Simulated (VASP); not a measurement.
# SiC2 (R-3m) in VASP: a series of runs

Runs on SiC2. Level: PBE. Tasks: single point, relaxation of cell and atoms.

Everything below comes from runs of VASP 6.6.1. Logs are shortened: lines on timing, memory, paths and dates and some standing lists are left out, and cuts for length are marked.

### Step 1. The cell of the first run

Symmetry: R-3m, No. 166, trigonal system. Conventional cell: a = 2.912 Å, b = 2.912 Å, c = 10.921 Å, α = 90.00°, β = 90.00°, γ = 120.00°. Si (site symmetry -3m) has 6 C at 2.03 Å within 2.7 Å. Within 1.8 Å of C (site symmetry 3m) lie 1 C at 1.35 Å.

The cell was built from a structure type or drawn by symmetry, and may not be a known phase.

### Step 2. Single point, PBE, collinear spin

File INCAR:

```
ALGO = Normal
EDIFF = 1E-6
ENCUT = 520
GGA = PE
ISIF = 2
ISMEAR = 0
ISPIN = 2
LASPH = True
LCHARG = True
LELF = True
LORBIT = 11
LREAL = False
LVHAR = True
LWAVE = False
MAGMOM = 0 1 1
NBANDS = 17
NELM = 150
PREC = Accurate
SIGMA = 0.1
```

File KPOINTS:

```
k-points
0
Gamma
  6 6 6
```

File POSCAR:

```
SiC2
1.0
    1.4560370494      0.8406433824      3.6402794631
   -1.4560370494      0.8406433824      3.6402794631
    0.0000000000     -1.6812867649      3.6402794631
Si C
1 2
Direct
    0.0000000000      0.0000000000      0.0000000000
    0.4381728425      0.4381728425      0.4381728425
    0.5618271575      0.5618271575      0.5618271575
```

Potentials or basis: VASP PAW PBE potentials, release 64 (Si, C).

Run with:

```
$ cat potpaw_PBE.64/Si/POTCAR potpaw_PBE.64/C/POTCAR > POTCAR
$ mpirun -np 1 vasp_std > vasp.out
```

OUTCAR:

```text
EDIFF = 1E-6
   ENCUT = 520
   GGA = PE
   ISIF = 2
   ISMEAR = 0
   ISPIN = 2
   LASPH = True
   LORBIT = 11
   LREAL = False
   NELM = 150
   PREC = Accurate

 ion  position               nearest neighbor table
   1  0.000  0.000  0.000-   3 2.03   3 2.03   2 2.03   2 2.03   3 2.03   2 2.03
   2  0.438  0.438  0.438-   3 1.35   1 2.03   1 2.03   1 2.03
   3  0.562  0.562  0.562-   2 1.35   1 2.03   1 2.03   1 2.03

  LATTYP: Found a trigonal (rhomboedric) cell.
 ALAT       =     4.0097830060
 COS(alpha) =     0.7362860489

  Lattice vectors:

 A1 = (   1.4560370494,   0.8406433824,   3.6402794631)
 A2 = (  -1.4560370494,   0.8406433824,   3.6402794631)
 A3 = (   0.0000000000,  -1.6812867649,   3.6402794631)

Analysis of symmetry for initial positions (statically):
=====================================================================
 Subroutine PRICEL returns:
 Original cell was already a primitive cell.

 Routine SETGRP: Setting up the symmetry group for a
 trigonal (rhombohedral) supercell.

 Subroutine GETGRP returns: Found 12 space group operations
 (whereof 12 operations were pure point group operations)
 out of a pool of 12 trial point group operations.

The static configuration has the point symmetry D_3d.

Analysis of symmetry for dynamics (positions and initial velocities):
=====================================================================
 Subroutine PRICEL returns:
 Original cell was already a primitive cell.

 Routine SETGRP: Setting up the symmetry group for a
 trigonal (rhombohedral) supercell.

 Subroutine GETGRP returns: Found 12 space group operations
 (whereof 12 operations were pure point group operations)
 out of a pool of 12 trial point group operations.

The dynamic configuration has the point symmetry D_3d.

Analysis of structural, dynamic, and magnetic symmetry:
=====================================================================
 Subroutine PRICEL returns:
 Original cell was already a primitive cell.

 Routine SETGRP: Setting up the symmetry group for a
 trigonal (rhombohedral) supercell.

 Subroutine GETGRP returns: Found 12 space group operations
 (whereof 12 operations were pure point group operations)
 out of a pool of 12 trial point group operations.

The overall configuration has the point symmetry D_3d.

 Subroutine INISYM returns: Found 12 space group operations
 (whereof 12 operations are pure point group operations),
 and found     1 'primitive' translations

----------------------------------------------------------------------------------------

                                     Primitive cell

  volume of cell :      26.7344

  direct lattice vectors                    reciprocal lattice vectors
     1.456037049  0.840643382  3.640279463     0.343397855  0.198260844  0.091568061
    -1.456037049  0.840643382  3.640279463    -0.343397855  0.198260844  0.091568061
     0.000000000 -1.681286765  3.640279463     0.000000000 -0.396521688  0.091568061

  length of vectors
     4.009783006  4.009783006  4.009783006     0.406957196  0.406957196  0.406957196

  position of ions in fractional coordinates (direct lattice)
     0.000000000  0.000000000  0.000000000
     0.438172843  0.438172843  0.438172843
     0.561827157  0.561827157  0.561827157

  ion indices of the primitive-cell ions
   primitive index   ion index
                 1           1
                 2           2
                 3           3

----------------------------------------------------------------------------------------

 KPOINTS: k-points

Automatic generation of k-mesh.
 Grid dimensions read from file:
 generate k-points for:    6    6    6

 Generating k-lattice:

  Cartesian coordinates                     Fractional coordinates (reciprocal lattice)
     0.057232976  0.033043474  0.015261344     0.166666667 -0.000000000  0.000000000
    -0.057232976  0.033043474  0.015261344    -0.000000000  0.166666667  0.000000000
     0.000000000 -0.066086948  0.015261344     0.000000000  0.000000000  0.166666667

  Length of vectors
     0.067826199  0.067826199  0.067826199

  Shift w.r.t. Gamma in fractional coordinates (k-lattice)
     0.000000000  0.000000000  0.000000000

 Subroutine IBZKPT returns following result:
 ===========================================

 Found     32 irreducible k-points:

 Following reciprocal coordinates:
            Coordinates               Weight
  0.000000  0.000000  0.000000      1.000000
  0.166667 -0.000000 -0.000000      6.000000
  0.333333  0.000000  0.000000      6.000000
  0.500000  0.000000 -0.000000      3.000000
  0.166667  0.166667 -0.000000      6.000000
  0.333333  0.166667 -0.000000     12.000000
[... 16 lines left out ...]
  0.500000  0.500000  0.166667      6.000000
 -0.333333  0.500000  0.166667     12.000000
 [... further k-points ...]
   k-points           NKPTS =     32   k-points in BZ     NKDIM =     32   number of bands    NBANDS=     17
   number of dos      NEDOS =    301   number of ions     NIONS =      3
   total plane-waves  NPLWV =  27000
   dimension x,y,z NGX =    30 NGY =   30 NGZ =   30
   dimension x,y,z NGXF=    60 NGYF=   60 NGZF=   60
   ions per type =               1   2
   NGX,Y,Z   is equivalent  to a cutoff of  12.44, 12.44, 12.44 a.u.
   NGXF,Y,Z  is equivalent  to a cutoff of  24.88, 24.88, 24.88 a.u.
 SYSTEM =  unknown system
   PREC   = accura    normal or accurate (medium, high low for compatibility)
   ISTART =      0    job   : 0-new  1-cont  2-samecut
   ICHARG =      2    charge: 1-file 2-atom 10-const
   ISPIN  =      2    spin polarized calculation?
   LNONCOLLINEAR =      F non collinear calculations
   LSORBIT =      F    spin-orbit coupling
   LASPH  =      T    aspherical Exc in radial PAW
   ENCUT  =  520.0 eV  38.22 Ry    6.18 a.u.   7.46  7.46  7.46*2*pi/ulx,y,z
   NELM   =    150;   NELMIN=  2; NELMDL= -5     # of ELM steps
   EDIFF  = 0.1E-05   stopping-criterion for ELM
   LREAL  =      F    real-space projection
   EDIFFG = 0.1E-04   stopping-criterion for IOM
   NSW    =      0    number of steps for IOM
   IBRION =     -1    ionic relax: 0-MD 1-quasi-New 2-CG
   NFREE  =      0    steps in history (QN), initial steepest desc. (CG)
   ISIF   =      2    stress and relaxation
   ISYM   =      2    0-nonsym 1-usesym 2-fastsym
   POTIM  = 0.5000    time-step for ionic-motion
   TEBEG  =    0.0;   TEEND  =   0.0 temperature during run
   PSTRESS=    0.0 pullay stress
   NELECT =      12.0000    total number of electrons
   NUPDOWN=      -1.0000    fix difference up-down
   EMIN   =  10.00;   EMAX   =-10.00  energy-range for DOS
   EFERMI =   0.00;   METHOD = LEGACY
   ISMEAR =     0;   SIGMA  =   0.10  broadening in eV -4-tet -1-fermi 0-gaus
   EFERMI_NEDOS =   21; number of points for ismear=-14 and -15
   IALGO  =     38    algorithm
   IMIX   =      4    mixing-type and parameters
     AMIX     =   0.40;   BMIX     =  1.00
     AMIX_MAG =   1.60;   BMIX_MAG =  1.00
  volume/ion in A,a.u.               =       8.91        60.14
  Fermi-wavevector in a.u.,A,eV,Ry     =   1.253464  2.368703 21.377091  1.571172
  Thomas-Fermi vector in A             =   2.387316
   LORBIT       =     11    0 simple, 1 ext, 2 COOP (PROOUT), +10 PAW based schemes
   GGA     = PE    functional components
   LHFCALC =     F    Hartree Fock is set to
   AEXX    =    0.0000 exact exchange contribution
   IVDW    =     0    specifies the selected vdW correction
   LEPSILON=     F    determine dielectric tensor
   LRPA    =     F    only Hartree local field effects (RPA)
 spin polarized calculation
 Gauss-broadening in eV      SIGMA  =   0.10
  energy-cutoff  :      520.00
  volume of cell :       26.73
 maximum number of plane-waves:       739
 NGX is ok and might be reduce to    30
   NGX = 15   NGY = 15   NGZ = 15

 number of electron      11.9999999 magnetization       0.0001491

 number of electron      11.9999999 magnetization      -0.0000730

 Free energy of the ion-electron system (eV)
  ---------------------------------------------------
  ext. energy  EPLUGINS =         0.00000000
  ---------------------------------------------------
  free energy    TOTEN  =       -22.09165468 eV

  energy without entropy =      -22.08873063  energy(sigma->0) =      -22.09019266

 E-fermi :   8.3926     XC(G=0): -11.8382

 val. band max:        8.2691486215   @ k =  -0.1667   0.5000   0.1667
 cond. band min:       8.4275726189   @ k =   0.3333   0.3333   0.1667
 fundamental gap:      0.1584239974
 Fermi energy:         8.3926235020

 spin component 1

 k-point     1 :       0.0000    0.0000    0.0000
  band No.  band energies     occupation
      1      -8.7564      1.00000
      2      -0.8893      1.00000
      3       0.4358      1.00000
      4       7.4118      1.00000
      5       7.4118      1.00000
      6      11.2662      0.00000
[... 9 lines left out ...]
     16      26.6594      0.00000
     17      28.9743      0.00000
[... 443 lines left out ...]
      1      -5.1073      1.00000
      2      -2.2558      1.00000
      3       0.9312      1.00000
      4       2.7424      1.00000
      5       3.8690      1.00000
      6       6.9210      1.00000
[... 9 lines left out ...]
     16      28.3466      0.00000
     17      31.0940      0.00000

 [... further k-points ...]

 spin component 2

 k-point     1 :       0.0000    0.0000    0.0000
  band No.  band energies     occupation
      1      -8.7565      1.00000
      2      -0.8895      1.00000
      3       0.4357      1.00000
      4       7.4118      1.00000
      5       7.4118      1.00000
      6      11.2662      0.00000
[... 9 lines left out ...]
     16      26.6593      0.00000
     17      28.9662      0.00000
[... 443 lines left out ...]
      1      -5.1073      1.00000
      2      -2.2558      1.00000
      3       0.9312      1.00000
      4       2.7424      1.00000
      5       3.8689      1.00000
      6       6.9209      1.00000
[... 9 lines left out ...]
     16      28.3464      0.00000
     17      31.0939      0.00000

 [... further k-points ...]

------------------------ aborting loop because EDIFF is reached ----------------------------------------

  FORCE on cell =-STRESS in cart. coord.  units (eV):
  Direction    XX          YY          ZZ          XY          YZ          ZX
  --------------------------------------------------------------------------------------
  -------------------------------------------------------------------------------------
  Total        0.0151531      0.0151531      0.0832770      0.0000000     -0.0000000      0.0000000
  in kB        0.9081172      0.9081172      4.9907485      0.0000000     -0.0000000      0.0000000
  external PRESSURE =       2.2689943 kB  Pullay stress =       0.0000000 kB

 VOLUME and BASIS-vectors are now :
 -----------------------------------------------------------------------------
  energy-cutoff  :      520.00
  volume of cell :       26.73
      direct lattice vectors                 reciprocal lattice vectors
     1.456037049  0.840643382  3.640279463     0.343397855  0.198260844  0.091568061
    -1.456037049  0.840643382  3.640279463    -0.343397855  0.198260844  0.091568061
     0.000000000 -1.681286765  3.640279463     0.000000000 -0.396521688  0.091568061

 POSITION                                       TOTAL-FORCE (eV/Angst)
 -----------------------------------------------------------------------------------
      0.00000      0.00000      0.00000        -0.000000     -0.000000      0.000000
      0.00000     -0.00000      4.78521         0.000000      0.000000     -0.062255
      0.00000     -0.00000      6.13562         0.000000     -0.000000      0.062255
 -----------------------------------------------------------------------------------
    total drift:                               -0.000000     -0.000000      0.000000

  FREE ENERGIE OF THE ION-ELECTRON SYSTEM (eV)
  ---------------------------------------------------
  free  energy   TOTEN  =       -22.0916546776 eV

  energy  without entropy=      -22.0887306331  energy(sigma->0) =      -22.09019266

 total charge

# of ion       s       p       d       tot
------------------------------------------
    1        0.701   0.846   0.000   1.547
    2        0.885   1.647   0.000   2.532
    3        0.885   1.647   0.000   2.532
--------------------------------------------------
tot          2.471   4.140   0.000   6.611

 magnetization (x)

# of ion       s       p       d       tot
------------------------------------------
    1        0.000  -0.000   0.000   0.000
    2       -0.000  -0.000   0.000  -0.000
    3       -0.000  -0.000   0.000  -0.000
--------------------------------------------------
tot         -0.000  -0.000   0.000  -0.000
```

It took 64 s on 1 thread of Intel Xeon 8259CL, shared host; peak memory 0.19 GiB.

What came out:

```
Free energy                                           : -22.0917 eV
Pressure                                              : 0.2 GPa
Largest force                                         : 0.062 eV/Å
Band gap on the k mesh                                : zero (filled and empty bands overlap)
Net moment                                            : 0.00 μB per cell
Valence electrons inside the program's atomic spheres : Si 1.55; C 2.53
```

Forces on the atoms (eV/Å):
```
Si   0.000  0.000  0.000
C    0.000  0.000 -0.062
C    0.000  0.000  0.062
```

Caveat: the k points lie up to 0.43 Å⁻¹ apart, too coarse for converged energies and pressures of a metal.

### Step 3. Single point, PBE

This run uses another cell than the first one, of 8.95 Å³/atom.

File INCAR:

```
SYSTEM = SiC2
PREC = Accurate
ENCUT = 520
EDIFF = 1E-6
ISMEAR = 0
SIGMA = 0.1
LREAL = .FALSE.
LASPH = .TRUE.
NELM = 80
ALGO = Normal
ISIF = 2
LWAVE = .FALSE.
LCHARG = .FALSE.
GGA = PE
NBANDS = 13
```

File KPOINTS:

```
Automatic mesh
0
G
  18 18 18
  0 0 0
```

File POSCAR:

```
SiC2
1.0
    1.4619140922      0.8440364946      3.6257249537
   -1.4619140922      0.8440364946      3.6257249537
    0.0000000000     -1.6880729893      3.6257249537
Si C
1 2
Direct
    0.0000000000      0.0000000000      0.0000000000
    0.4379885569      0.4379885569      0.4379885569
    0.5620114431      0.5620114431      0.5620114431
```

Potentials or basis: VASP PAW PBE potentials, release 64 (Si, C).

Run with:

```
$ cat potpaw_PBE.64/Si/POTCAR potpaw_PBE.64/C/POTCAR > POTCAR
$ mpirun -np 1 vasp_std > vasp.out
```

Run time: 5.4 min. Hardware: 1 thread of Intel Xeon 8259CL, shared host; peak memory 0.31 GiB.

Results (log left out):

```
Free energy            : -22.0877 eV
Pressure               : 0.2 GPa
Largest force          : 0.060 eV/Å
Band gap on the k mesh : zero (bands 6 and 7 overlap by 4.72 eV)
```

Forces in eV/Å, atoms in the order of the input:
```
Si   0.000  0.000  0.000
C    0.000  0.000 -0.060
C    0.000  0.000  0.060
```

Stress tensor (GPa, compression positive):
```
0.00 0.00 0.00
0.00 0.00 0.00
0.00 0.00 0.48
```

Levels at points of the mesh, in eV from the Fermi level:
```tsv
k point	band 2	band 3	band 4	band 5	band 6	band 7	band 8	band 9	band 10	band 11
(0.00, 0.00, 0.00)	-9.22	-7.85	-1.04	-1.04	2.83	2.83	7.29	8.18	8.76	8.76
(0.50, 0.00, 0.00)	-10.20	-7.08	-5.75	-1.96	-1.68	-0.42	4.04	6.80	7.86	13.83
(0.50, 0.50, 0.00)	-10.19	-7.58	-6.69	-3.60	-1.63	3.54	4.45	8.50	9.30	10.48
(0.50, 0.50, 0.50)	-14.42	-2.87	-1.46	-1.46	3.20	3.20	6.58	8.15	8.97	9.96
```

### Step 4. Relaxation of cell and atoms, PBE

File INCAR:

```
SYSTEM = SiC2
PREC = Accurate ; ENCUT = 600
EDIFF = 1E-6 ; ISMEAR = 0
SIGMA = 0.1 ; LREAL = .FALSE.
LASPH = .TRUE. ; NELM = 100
ALGO = Normal ; ISIF = 3
LWAVE = .FALSE. ; LCHARG = .FALSE.
GGA = PE ; IBRION = 2
NSW = 100 ; EDIFFG = -0.01
```

File KPOINTS:

```
regular mesh
0
G
  18 18 18
  0 0 0
```

File POSCAR:

```
SiC2
1.0
    1.4560370494      0.8406433824      3.6402794631
   -1.4560370494      0.8406433824      3.6402794631
    0.0000000000     -1.6812867649      3.6402794631
Si C
1 2
Direct
    0.0000000000      0.0000000000      0.0000000000
    0.4381728425      0.4381728425      0.4381728425
    0.5618271575      0.5618271575      0.5618271575
```

Run with:

```
$ cat potpaw_PBE.64/Si/POTCAR potpaw_PBE.64/C/POTCAR > POTCAR
$ mpirun -np 1 vasp_std > vasp.out
```

It took 12 min on 1 thread of Intel Xeon 8259CL, shared host; peak memory 0.34 GiB.

Results (log left out):

| Item | Value |
| --- | --- |
| Free energy | -22.0905 eV |
| Relaxed volume | 8.94 Å³/atom |
| Relaxed cell | a = 3.999 Å, b = 3.999 Å, c = 3.999 Å, α = 42.87°, β = 42.87°, γ = 42.87° |
| Space group after relaxing (to 0.1 Å) | R-3m (No. 166) |
| Energy gained by relaxing | 0.6 meV/atom |
| Ionic steps | 6 |
| Pressure after relaxing | -0.1 GPa |
| Largest force after relaxing | 0.004 eV/Å |
| Band gap on the k mesh | zero (bands 6 and 7 overlap by 4.72 eV) |

Forces on the atoms (eV/Å):
```
Si   0.000  0.000  0.000
C    0.000  0.000 -0.004
C    0.000  0.000  0.004
```

Step by step:
```
step  energy change (eV)  largest force (eV/Å)  pressure (GPa)  volume (Å³)
   1              0.0000                0.0360            0.06        26.73
   2             -0.0010                0.1903            1.09        26.75
   3             -0.0013                0.1376            0.75        26.74
   4              0.0003                0.4113           -0.85        26.88
   5             -0.0016                0.0191            0.28        26.78
   6             -0.0017                0.0038           -0.05        26.83
```

Final structure:
```
CELL_PARAMETERS angstrom
1.46157 0.84384 3.62571
-1.46157 0.84384 3.62571
0.00000 -1.68767 3.62571
ATOMIC_POSITIONS crystal
Si 0.00000 0.00000 0.00000
C 0.43794 0.43794 0.43794
C 0.56206 0.56206 0.56206
```

Levels at points of the mesh, in eV from the Fermi level:
```csv
k point,band 2,band 3,band 4,band 5,band 6,band 7,band 8,band 9,band 10
"(0.00, 0.00, 0.00)",-9.21,-7.85,-1.03,-1.03,2.83,2.83,7.30,8.19,8.78
"(0.50, 0.00, 0.00)",-10.20,-7.08,-5.75,-1.95,-1.68,-0.42,4.05,6.80,7.87
"(0.50, 0.50, 0.00)",-10.19,-7.58,-6.69,-3.59,-1.63,3.54,4.45,8.51,9.31
"(0.50, 0.50, 0.50)",-14.43,-2.86,-1.45,-1.45,3.20,3.20,6.59,8.15,8.98
```

### Step 5. The runs side by side

```csv
task,spin,cell,k mesh,cutoff (eV),gap on the mesh (eV),pressure (GPa),largest force (eV/Å)
single point,collinear,"a = 4.010 Å, angles 42.6°, 3 atoms",6 × 6 × 6,520,none,0.2,0.06
single point,off,"a = 3.999 Å, angles 42.9°, 3 atoms",18 × 18 × 18,520,none,0.2,0.06
relaxation of cell and atoms,off,"relaxed from a = 4.010 Å, angles 42.6°, 3 atoms",18 × 18 × 18,600,none,-0.1,-
```

Alike in all rows: level PBE; potentials or basis VASP PAW PBE potentials, release 64 (Si, C); smearing gaussian 0.1 eV.

Caveats: some runs use coarse meshes.

Total energies depend on the potentials used, so only differences within one code and one set of settings carry meaning.
